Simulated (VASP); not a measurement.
Ti12H (a cell with a defect): single point with PBE

Ti12H (a cell with a defect):

```
Ti H
1.0
     5.90000    0.00000    0.00000
    -4.42500    7.66432    0.00000
     0.00000    0.00000    4.68460
Ti H
12 1
Direct
  0.96464 0.99195 0.02749
  0.16927 0.23561 0.45302
  0.97024 0.34149 0.00109
  0.12300 0.54910 0.52833
  0.98941 0.66649 0.97319
  0.14443 0.88907 0.41683
  0.50684 0.01163 0.99261
  0.66566 0.22682 0.46386
  0.49642 0.34597 0.95707
  0.66088 0.54546 0.47419
  0.49718 0.65926 0.03631
  0.66217 0.90818 0.49071
  0.80485 0.77914 0.69842
```

- Program: VASP 6.6.1
- Task: single point
- Functional: PBE
- Potentials or basis: VASP PAW PBE potentials, release 64 (Ti_sv, H)
- Cutoff: 520 eV
- k mesh: 2 × 2 × 2
- Occupations: fermi-dirac, width 0.05 eV
- Spin: no spin polarisation
- Dipole correction: no
- Further INCAR settings: ALGO = Normal; EDIFF = 1e-07; NBANDS = 84

The pressure is 1.0 GPa and the largest force is 1.998 eV/Å. The band gap on the k mesh is zero (an odd number of electrons rules out a gap without spin polarisation).

Forces in eV/Å, atoms in the order of the input:
```
Ti  -0.156  0.679 -1.873
Ti  -0.056  0.192  0.422
Ti   0.816 -0.048 -0.297
Ti   1.083  0.461 -0.915
Ti   0.078  0.066  0.009
Ti   0.565 -0.211  1.850
Ti  -0.428 -0.441 -0.684
Ti  -0.589 -0.156  0.548
Ti   0.048 -0.777  0.359
Ti  -0.417  0.579 -0.111
Ti  -0.820  0.310 -0.375
Ti  -0.441 -0.559  0.562
H    0.318 -0.096  0.503
```

Stress tensor (GPa, compression positive):
```
-0.13 -0.57 -0.62
-0.57 -0.55  0.19
-0.62  0.19  3.74
```

Levels at points of the mesh, in eV from the Fermi level:
```csv
k point,band 70,band 71,band 72,band 73,band 74,band 75
"(0.00, 0.00, 0.00)",-0.39,0.09,0.23,0.27,0.40,0.50
"(0.50, 0.00, 0.00)",-0.48,-0.30,-0.18,-0.08,0.16,0.24
"(0.00, 0.50, 0.00)",-0.19,0.03,0.13,0.18,0.27,0.35
"(0.50, 0.50, 0.00)",-0.58,-0.21,-0.17,-0.09,0.06,0.24
"(0.00, 0.00, 0.50)",-0.32,-0.17,-0.11,0.02,0.18,0.26
"(0.50, 0.00, 0.50)",-0.38,-0.34,-0.16,-0.13,-0.10,-0.02
"(0.00, 0.50, 0.50)",-0.29,-0.22,-0.08,0.03,0.13,0.27
"(0.50, 0.50, 0.50)",-0.35,-0.33,-0.24,-0.14,-0.07,-0.02
```

Wall time 4.7 min on 1 thread of Intel(R) Xeon(R) Platinum 8259CL CPU @ 2.50GHz (Skylake/Cascade Lake) (shared host), peak memory 0.38 GiB.

Caveat: the k points lie up to 0.67 Å⁻¹ apart, too coarse for converged energies and pressures of a metal; the atoms stand as in a frame of molecular dynamics.
